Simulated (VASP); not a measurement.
# PbO2 (P-3m1) in VASP: further runs

The runs below take PbO2 through single point, with PBE.

Program: VASP 6.6.1. These are calculated values, not measurements. Logs are shortened: lines on timing, memory, paths and dates and some standing lists are left out, and cuts for length are marked.

**1. The cell of the first run**

It takes space group P-3m1 (No. 164, trigonal). The conventional cell has a = 3.287 Å, b = 3.287 Å, c = 3.230 Å, α = 90.00°, β = 90.00°, γ = 120.00°. Pb (site symmetry -3m) has 6 O at 2.13 Å within 2.8 Å. O (site symmetry 3m) has 3 Pb at 2.13 Å and 6 O at 2.30 to 2.71 Å within 2.8 Å.

**2. Single point, PBE**

The input, INCAR:

```
SYSTEM = PbO2
PREC     = Accurate       ! precision mode
ENCUT    = 520            ! plane-wave cutoff, eV
EDIFF    = 1E-7           ! SCF threshold, eV
ISMEAR   = -1             ! smearing method
SIGMA    = 0.02           ! smearing width, eV
LREAL    = .FALSE.        ! projectors in reciprocal space
LASPH    = .TRUE.         ! aspherical terms in the spheres
NELM     = 60             ! most SCF steps
ALGO     = Normal         ! electronic algorithm
ISIF     = 2              ! what is computed and relaxed
LWAVE    = .FALSE.        ! write WAVECAR
LCHARG   = .TRUE.         ! write CHGCAR
GGA      = PE             ! functional
LELF     = .TRUE.         ! ELF
LVHAR    = .TRUE.       
NBANDS   = 20             ! bands
```

The input, KPOINTS:

```
Automatic mesh
0
G
  8 8 5
  0 0 0
```

The input, POSCAR:

```
PbO2
1.0
    3.2871263933      0.0000000000      0.0000000000
   -1.6435631966      2.8467349620      0.0000000000
    0.0000000000      0.0000000000      3.2297453880
Pb O
1 2
Direct
    0.0000000000      0.0000000000      0.0000000000
    0.3333333333      0.6666666667      0.2984757796
    0.6666666667      0.3333333333      0.7015242204
```

Potentials or basis: VASP PAW PBE potentials, release 64 (Pb_d, O).

Started as:

```console
$ cat potpaw_PBE.64/Pb_d/POTCAR potpaw_PBE.64/O/POTCAR > POTCAR
$ mpirun -np 1 vasp_std > vasp.out
```

OUTCAR:

```text
SYSTEM = PbO2
   PREC = Accurate
   ENCUT = 520
   EDIFF = 1E-7
   ISMEAR = -1
   LREAL = .FALSE.
   LASPH = .TRUE.
   NELM = 60
   ISIF = 2
   GGA = PE

 ion  position               nearest neighbor table
   1  0.000  0.000  0.000-   2 2.13   3 2.13   2 2.13   3 2.13   3 2.13   2 2.13   3 2.96   2 2.96
                             2 2.96   3 2.96   3 2.96   2 2.96
   2  0.333  0.667  0.298-   1 2.13   1 2.13   1 2.13   1 2.96   1 2.96   1 2.96
   3  0.667  0.333  0.702-   1 2.13   1 2.13   1 2.13   1 2.96   1 2.96   1 2.96

  LATTYP: Found a hexagonal cell.
 ALAT       =     3.2871263933
 C/A-ratio  =     0.9825437180

  Lattice vectors:

 A1 = (   3.2871263933,   0.0000000000,   0.0000000000)
 A2 = (  -1.6435631966,   2.8467349620,   0.0000000000)
 A3 = (   0.0000000000,   0.0000000000,   3.2297453880)

Analysis of symmetry for initial positions (statically):
=====================================================================
 Subroutine PRICEL returns:
 Original cell was already a primitive cell.

 Routine SETGRP: Setting up the symmetry group for a
 hexagonal supercell.

 Subroutine GETGRP returns: Found 12 space group operations
 (whereof 12 operations were pure point group operations)
 out of a pool of 24 trial point group operations.

The static configuration has the point symmetry D_3d.

Analysis of symmetry for dynamics (positions and initial velocities):
=====================================================================
 Subroutine PRICEL returns:
 Original cell was already a primitive cell.

 Routine SETGRP: Setting up the symmetry group for a
 hexagonal supercell.

 Subroutine GETGRP returns: Found 12 space group operations
 (whereof 12 operations were pure point group operations)
 out of a pool of 24 trial point group operations.

The dynamic configuration has the point symmetry D_3d.

 Subroutine INISYM returns: Found 12 space group operations
 (whereof 12 operations are pure point group operations),
 and found     1 'primitive' translations

----------------------------------------------------------------------------------------

                                     Primitive cell

  volume of cell :      30.2226

  direct lattice vectors                    reciprocal lattice vectors
[... 84 lines left out ...]
   LNONCOLLINEAR =      F non collinear calculations
   LSORBIT =      F    spin-orbit coupling
   LASPH  =      T    aspherical Exc in radial PAW
   ENCUT  =  520.0 eV  38.22 Ry    6.18 a.u.   6.11  6.11  6.01*2*pi/ulx,y,z
   NELM   =     60;   NELMIN=  2; NELMDL= -5     # of ELM steps
   EDIFF  = 0.1E-06   stopping-criterion for ELM
   LREAL  =      F    real-space projection
   EDIFFG = 0.1E-05   stopping-criterion for IOM
   NSW    =      0    number of steps for IOM
   IBRION =     -1    ionic relax: 0-MD 1-quasi-New 2-CG
   NFREE  =      0    steps in history (QN), initial steepest desc. (CG)
   ISIF   =      2    stress and relaxation
   ISYM   =      2    0-nonsym 1-usesym 2-fastsym
   POTIM  = 0.5000    time-step for ionic-motion
   TEBEG  =    0.0;   TEEND  =   0.0 temperature during run
   PSTRESS=    0.0 pullay stress
   NELECT =      26.0000    total number of electrons
   NUPDOWN=      -1.0000    fix difference up-down
   EMIN   =  10.00;   EMAX   =-10.00  energy-range for DOS
   EFERMI =   0.00;   METHOD = LEGACY
   ISMEAR =    -1;   SIGMA  =   0.02  broadening in eV -4-tet -1-fermi 0-gaus
   EFERMI_NEDOS =   21; number of points for ismear=-14 and -15
   IALGO  =     38    algorithm
   IMIX   =      4    mixing-type and parameters
     AMIX     =   0.40;   BMIX     =  1.00
     AMIX_MAG =   1.60;   BMIX_MAG =  1.00
  volume/ion in A,a.u.               =      10.07        67.98
  Fermi-wavevector in a.u.,A,eV,Ry     =   1.557000  2.942304 32.983924  2.424250
  Thomas-Fermi vector in A             =   2.660714
   LORBIT       =      0    0 simple, 1 ext, 2 COOP (PROOUT), +10 PAW based schemes
   GGA     = PE    functional components
   LHFCALC =     F    Hartree Fock is set to
   AEXX    =    0.0000 exact exchange contribution
   IVDW    =     0    specifies the selected vdW correction
   LEPSILON=     F    determine dielectric tensor
   LRPA    =     F    only Hartree local field effects (RPA)
 non-spin polarized calculation
  energy-cutoff  :      520.00
  volume of cell :       30.22
 maximum number of plane-waves:       828
   NGX = 13   NGY = 13   NGZ = 13

 number of electron      26.0000014 magnetization

 Free energy of the ion-electron system (eV)
  ---------------------------------------------------
  ext. energy  EPLUGINS =         0.00000000
  ---------------------------------------------------
  free energy    TOTEN  =       -13.69473486 eV

  energy without entropy =      -13.69429206  energy(sigma->0) =      -13.69451346

 E-fermi :   9.6995     XC(G=0): -12.8614

 val. band max:        9.6510708739   @ k =   0.3750   0.2500   0.4000
 cond. band min:      10.3899168367   @ k =   0.1250   0.0000   0.0000
 fundamental gap:      0.7388459627
 Fermi energy:         9.6994533379

 k-point     1 :       0.0000    0.0000    0.0000
  band No.  band energies     occupation
      1     -11.3193      2.00000
      2      -6.9656      2.00000
      3      -6.8392      2.00000
      4      -6.8392      2.00000
      5      -6.8326      2.00000
      6      -6.2296      2.00000
[... 541 lines left out ...]
     19      26.9096      0.00000
     20      28.0590      0.00000

 [... further k-points ...]

------------------------ aborting loop because EDIFF is reached ----------------------------------------

  FORCE on cell =-STRESS in cart. coord.  units (eV):
  Direction    XX          YY          ZZ          XY          YZ          ZX
  --------------------------------------------------------------------------------------
  -------------------------------------------------------------------------------------
  Total       11.4681682     11.4681682     11.3537666      0.0000000      0.0000000     -0.0000000
  in kB      607.9570668    607.9570668    601.8923425      0.0000000      0.0000000     -0.0000000
  external PRESSURE =     605.9354920 kB  Pullay stress =       0.0000000 kB

 VOLUME and BASIS-vectors are now :
 -----------------------------------------------------------------------------
  energy-cutoff  :      520.00
  volume of cell :       30.22
      direct lattice vectors                 reciprocal lattice vectors
     3.287126393  0.000000000  0.000000000     0.304217082  0.175639814  0.000000000
    -1.643563197  2.846734962  0.000000000     0.000000000  0.351279629  0.000000000
     0.000000000  0.000000000  3.229745388     0.000000000  0.000000000  0.309621930

 POSITION                                       TOTAL-FORCE (eV/Angst)
 -----------------------------------------------------------------------------------
      0.00000      0.00000      0.00000        -0.000000      0.000000      0.000000
     -0.00000      1.89782      0.96400        -0.000000      0.000000      0.050761
      1.64356      0.94891      2.26574         0.000000      0.000000     -0.050761
 -----------------------------------------------------------------------------------
    total drift:                                0.000000     -0.000000     -0.000000

  FREE ENERGIE OF THE ION-ELECTRON SYSTEM (eV)
  ---------------------------------------------------
  free  energy   TOTEN  =       -13.6947348556 eV

  energy  without entropy=      -13.6942920555  energy(sigma->0) =      -13.69451346
```

Run time: 18 s. Hardware: 1 thread of Intel Xeon 8259CL, shared host; peak memory 0.15 GiB.

What came out:

* Free energy: -13.6947 eV
* Pressure: 60.6 GPa
* Largest force: 0.051 eV/Å
* Band gap on the k mesh: zero (bands 13 and 14 overlap by 0.48 eV)

Forces on the atoms (eV/Å):
```
Pb   0.000  0.000  0.000
O    0.000  0.000  0.051
O    0.000  0.000 -0.051
```

Caveat: the k points lie up to 0.39 Å⁻¹ apart; semilocal functionals underestimate gaps, so a narrow gap can read as zero; spin-orbit coupling is left out, which moves the levels of the heavy elements.

**3. Single point, PBE**

This run uses another cell than the first one, of 10.85 Å³/atom.

The input, INCAR:

```
SYSTEM = PbO2
PREC = Accurate ; ENCUT = 520
EDIFF = 1E-7 ; ISMEAR = -1
SIGMA = 0.02 ; LREAL = .False.
LASPH = .True. ; NELM = 100
ALGO = Normal ; ISIF = 2
LWAVE = .False. ; LCHARG = .True.
GGA = PE ; LELF = .True.
LVHAR = .True. ; NBANDS = 20
```

The input, KPOINTS:

```
regular mesh
0
Gamma
  8 8 5
  0 0 0
```

The input, POSCAR:

```
PbO2
1.0
    3.3123931221      0.0000000000      0.0000000000
   -1.6561965611      2.8686165911      0.0000000000
    0.0000000000      0.0000000000      3.4254539812
Pb O
1 2
Direct
    0.0000000000      0.0000000000      0.0000000000
    0.3333333333      0.6666666667      0.2898195966
    0.6666666667      0.3333333333      0.7101804034
```

Potentials or basis: VASP PAW PBE potentials, release 64 (Pb_d, O).

Started as:

```console
$ cat potpaw_PBE.64/Pb_d/POTCAR potpaw_PBE.64/O/POTCAR > POTCAR
$ mpirun -np 1 vasp_std > vasp.out
```

It took 44 s on 1 thread of Intel Xeon 8259CL, shared host; peak memory 0.17 GiB.

Results (log left out):

```yaml
Free_energy: -14.4175 eV
Pressure: 40.5 GPa
Largest_force: 0.046 eV/Å
Band_gap_on_the_k_mesh: zero (bands 13 and 14 overlap by 0.29 eV)
```

Forces on the atoms (eV/Å):
```
Pb   0.000  0.000  0.000
O    0.000  0.000  0.046
O    0.000  0.000 -0.046
```

Stress tensor (GPa, compression positive):
```
40.70  0.00  0.00
 0.00 40.70  0.00
 0.00  0.00 40.16
```

Levels at points of the mesh, in eV from the Fermi level:
```
           k point  band 10  band 11  band 12  band 13  band 14  band 15  band 16  band 17
(0.00, 0.00, 0.00)    -2.27    -2.09    -2.09    -0.65    -0.34     5.88    10.24    10.24
(0.50, 0.00, 0.00)    -3.62    -3.19    -1.40    -0.28     3.45     7.14    11.00    11.11
```

Caveat: the k points lie up to 0.37 Å⁻¹ apart; semilocal functionals underestimate gaps, so a narrow gap can read as zero; spin-orbit coupling is left out, which moves the levels of the heavy elements.

**4. Single point, PBE**

This run uses another cell than the first one, of 12.09 Å³/atom.

The input, INCAR:

```
SYSTEM = PbO2
PREC = Accurate
ENCUT = 520
EDIFF = 1E-7
ISMEAR = -1
SIGMA = 0.02
LREAL = .FALSE.
LASPH = .TRUE.
NELM = 60
ALGO = Normal
ISIF = 2
LWAVE = .FALSE.
LCHARG = .FALSE.
GGA = PE
NBANDS = 20
```

The input, KPOINTS:

```
Automatic mesh
0
G
  8 8 5
  0 0 0
```

The input, POSCAR:

```
PbO2
1.0
    3.3470173964      0.0000000000      0.0000000000
   -1.6735086982      2.8986020922      0.0000000000
    0.0000000000      0.0000000000      3.7379198491
Pb O
1 2
Direct
    0.0000000000      0.0000000000      0.0000000000
    0.3333333333      0.6666666667      0.2748931713
    0.6666666667      0.3333333333      0.7251068287
```

Potentials or basis: VASP PAW PBE potentials, release 64 (Pb_d, O).

Started as:

```console
$ cat potpaw_PBE.64/Pb_d/POTCAR potpaw_PBE.64/O/POTCAR > POTCAR
$ mpirun -np 1 vasp_std > vasp.out
```

OUTCAR:

```text
SYSTEM = PbO2
   PREC = Accurate
   ENCUT = 520
   EDIFF = 1E-7
   ISMEAR = -1
   LREAL = .FALSE.
   LASPH = .TRUE.
   NELM = 60
   ISIF = 2
   GGA = PE

 ion  position               nearest neighbor table
   1  0.000  0.000  0.000-   2 2.19   3 2.19   3 2.19   2 2.19   3 2.19   2 2.19
   2  0.333  0.667  0.275-   1 2.19   1 2.19   1 2.19
   3  0.667  0.333  0.725-   1 2.19   1 2.19   1 2.19

  LATTYP: Found a hexagonal cell.
 ALAT       =     3.3470173964
 C/A-ratio  =     1.1167912820

  Lattice vectors:

 A1 = (   3.3470173964,   0.0000000000,   0.0000000000)
 A2 = (  -1.6735086982,   2.8986020922,   0.0000000000)
 A3 = (   0.0000000000,   0.0000000000,   3.7379198491)

Analysis of symmetry for initial positions (statically):
=====================================================================
 Subroutine PRICEL returns:
 Original cell was already a primitive cell.

 Routine SETGRP: Setting up the symmetry group for a
 hexagonal supercell.

 Subroutine GETGRP returns: Found 12 space group operations
 (whereof 12 operations were pure point group operations)
 out of a pool of 24 trial point group operations.

The static configuration has the point symmetry D_3d.

[... 161 lines left out ...]

 E-fermi :   6.6865     XC(G=0): -11.6845

 val. band max:        6.6298933282   @ k =   0.3750   0.2500   0.4000
 cond. band min:       7.4454017114   @ k =   0.1250   0.0000   0.0000
 fundamental gap:      0.8155083832
 Fermi energy:         6.6864895259

 k-point     1 :       0.0000    0.0000    0.0000
  band No.  band energies     occupation
      1     -12.6761      2.00000
      2      -9.6974      2.00000
      3      -9.2945      2.00000
      4      -9.2945      2.00000
      5      -9.1657      2.00000
      6      -8.8757      2.00000
[... 541 lines left out ...]
     19      22.0198      0.00000
     20      23.3495      0.00000

 [... further k-points ...]

------------------------ aborting loop because EDIFF is reached ----------------------------------------

  FORCE on cell =-STRESS in cart. coord.  units (eV):
  Direction    XX          YY          ZZ          XY          YZ          ZX
  --------------------------------------------------------------------------------------
  -------------------------------------------------------------------------------------
  Total        4.6551621      4.6551621      4.5531529      0.0000000     -0.0000000      0.0000000
  in kB      205.6689989    205.6689989    201.1621450      0.0000000     -0.0000000      0.0000000
  external PRESSURE =     204.1667143 kB  Pullay stress =       0.0000000 kB

 VOLUME and BASIS-vectors are now :
 -----------------------------------------------------------------------------
  energy-cutoff  :      520.00
  volume of cell :       36.26
      direct lattice vectors                 reciprocal lattice vectors
     3.347017396  0.000000000  0.000000000     0.298773470  0.172496943  0.000000000
    -1.673508698  2.898602092  0.000000000     0.000000000  0.344993886  0.000000000
     0.000000000  0.000000000  3.737919849     0.000000000  0.000000000  0.267528476

 POSITION                                       TOTAL-FORCE (eV/Angst)
 -----------------------------------------------------------------------------------
      0.00000      0.00000      0.00000         0.000000      0.000000      0.000000
     -0.00000      1.93240      1.02753         0.000000     -0.000000      0.040714
      1.67351      0.96620      2.71039        -0.000000      0.000000     -0.040714
 -----------------------------------------------------------------------------------
    total drift:                                0.000000     -0.000000      0.000000

  FREE ENERGIE OF THE ION-ELECTRON SYSTEM (eV)
  ---------------------------------------------------
  free  energy   TOTEN  =       -15.0978682465 eV

  energy  without entropy=      -15.0973465185  energy(sigma->0) =      -15.09760738
```

OSZICAR:

```text
N       E                     dE             d eps       ncg     rms          rms(c)
DAV:   1     0.269268284110E+03    0.26927E+03   -0.13694E+04  1616   0.164E+03
DAV:   2     0.594924490744E+01   -0.26332E+03   -0.25102E+03  1704   0.434E+02
DAV:   3    -0.172835659455E+02   -0.23233E+02   -0.22929E+02  1908   0.134E+02
DAV:   4    -0.178923303952E+02   -0.60876E+00   -0.60807E+00  1892   0.217E+01
DAV:   5    -0.179090149692E+02   -0.16685E-01   -0.16683E-01  2080   0.379E+00    0.967E+00
DAV:   6    -0.151299252687E+02    0.27791E+01   -0.11593E+01  2516   0.450E+01    0.302E+00
DAV:   7    -0.151170228569E+02    0.12902E-01   -0.61121E-01  1772   0.823E+00    0.178E+00
DAV:   8    -0.151056388020E+02    0.11384E-01   -0.15611E-01  1892   0.420E+00    0.698E-01
DAV:   9    -0.150973740494E+02    0.82648E-02   -0.28343E-02  2532   0.224E+00    0.118E-01
DAV:  10    -0.150978961644E+02   -0.52211E-03   -0.34857E-03  1780   0.425E-01    0.714E-02
DAV:  11    -0.150978757249E+02    0.20440E-04   -0.10250E-04  1992   0.881E-02    0.289E-02
DAV:  12    -0.150978694964E+02    0.62285E-05   -0.28650E-05  1988   0.459E-02    0.791E-03
DAV:  13    -0.150978687520E+02    0.74441E-06   -0.14664E-06  2096   0.989E-03    0.285E-03
DAV:  14    -0.150978682907E+02    0.46125E-06   -0.61287E-07  1596   0.100E-02    0.601E-04
DAV:  15    -0.150978682465E+02    0.44197E-07   -0.51566E-08  1120   0.252E-03
   1 F= -.15097868E+02 E0= -.15097607E+02  d E =-.521728E-03
```

It took 58 s on 1 thread of Intel Xeon 8259CL, shared host; peak memory 0.17 GiB.

Results:

- Free energy: -15.0979 eV
- Pressure: 20.4 GPa
- Largest force: 0.041 eV/Å
- Band gap on the k mesh: zero (bands 13 and 14 overlap by 0.08 eV)

Forces in eV/Å, atoms in the order of the input:
```
Pb   0.000  0.000  0.000
O    0.000  0.000  0.041
O    0.000  0.000 -0.041
```

Levels at points of the mesh, in eV from the Fermi level:
```csv
k point,band 11,band 12,band 13,band 14,band 15,band 16
"(0.00, 0.00, 0.00)",-1.54,-1.54,-0.44,-0.13,5.52,10.25
"(0.50, 0.00, 0.00)",-2.84,-1.07,-0.36,3.28,6.80,10.37
```

Caveat: the cell stands under pressure; semilocal functionals underestimate gaps, so a narrow gap can read as zero; spin-orbit coupling is left out, which moves the levels of the heavy elements.

**5. Single point, PBE**

This run uses another cell than the first one, of 18.00 Å³/atom.

The input, INCAR:

```
PREC = Accurate ; ENCUT = 520
EDIFF = 1E-6 ; ISMEAR = -1
SIGMA = 0.02 ; LREAL = F
LASPH = T ; NELM = 80
ALGO = Normal ; ISIF = 2
LWAVE = F ; LCHARG = T
GGA = PE ; LELF = T
LVHAR = T ; NBANDS = 20
```

The input, KPOINTS:

```
Automatic mesh
0
Gamma
  8 8 5
```

The input, POSCAR:

```
PbO2
1.0
    3.4153566512      0.0000000000      0.0000000000
   -1.7076783256      2.9577856229      0.0000000000
    0.0000000000      0.0000000000      5.3460708134
Pb O
1 2
Direct
    0.0000000000      0.0000000000      0.0000000000
    0.3333333333      0.6666666667      0.1985492555
    0.6666666667      0.3333333333      0.8014507445
```

Started as:

```console
$ cat potpaw_PBE.64/Pb_d/POTCAR potpaw_PBE.64/O/POTCAR > POTCAR
$ mpirun -np 1 vasp_std > vasp.out
```

It took 70 s on 1 thread of Intel Xeon 8259CL, shared host; peak memory 0.2 GiB.

It converged, with:

- Free energy: -15.6443 eV
- Pressure: 0.2 GPa
- Largest force: 0.032 eV/Å
- Band gap on the k mesh: 0.88 eV (least direct gap 1.13 eV)

Forces in eV/Å, atoms in the order of the input:
```
Pb   0.000  0.000  0.000
O    0.000  0.000  0.032
O    0.000  0.000 -0.032
```

Stress tensor (GPa, compression positive):
```
0.29 0.00 0.00
0.00 0.29 0.00
0.00 0.00 0.05
```

Levels at points of the mesh, in eV from the valence-band top:
```
           k point  band 10  band 11  band 12  band 13  band 14  band 15  band 16  band 17
(0.00, 0.00, 0.00)    -1.18    -0.39    -0.39    -0.26     0.88     5.37     9.60    10.49
(0.50, 0.00, 0.00)    -2.57    -1.23    -0.17    -0.05     3.23     6.72     9.43    10.87
```

Caveat: spin-orbit coupling is left out, which moves the levels of the heavy elements; an odd mesh through Γ misses points on the zone boundary, where band edges can lie.

**6. Summary**

```tsv
cell	gap on the mesh (eV)	pressure (GPa)	largest force (eV/Å)
a = 3.287, b = 3.287, c = 3.230 Å, angles 90.0, 90.0, 120.0°, 3 atoms, atomic positions A	none	60.6	0.05
a = 3.312, b = 3.312, c = 3.425 Å, angles 90.0, 90.0, 120.0°, 3 atoms, atomic positions B	none	40.5	0.05
a = 3.347, b = 3.347, c = 3.738 Å, angles 90.0, 90.0, 120.0°, 3 atoms, atomic positions C	none	20.4	0.04
a = 3.415, b = 3.415, c = 5.346 Å, angles 90.0, 90.0, 120.0°, 3 atoms, atomic positions D	0.88	0.2	0.03
```

Alike in all rows: task single point; level PBE; potentials or basis VASP PAW PBE potentials, release 64 (Pb_d, O); no spin polarisation; k mesh 8 × 8 × 5; cutoff (eV) 520; smearing fermi-dirac 0.02 eV.

Caveats: some runs use coarse meshes; spin-orbit coupling is left out, which moves the levels of the heavy elements; semilocal functionals underestimate gaps, so a narrow gap can read as zero (at least some runs); the cell stands under pressure (at least some runs); an odd mesh through Γ misses points on the zone boundary, where band edges can lie (at least some runs).

Absolute energies hang on the potentials; compare differences alone.
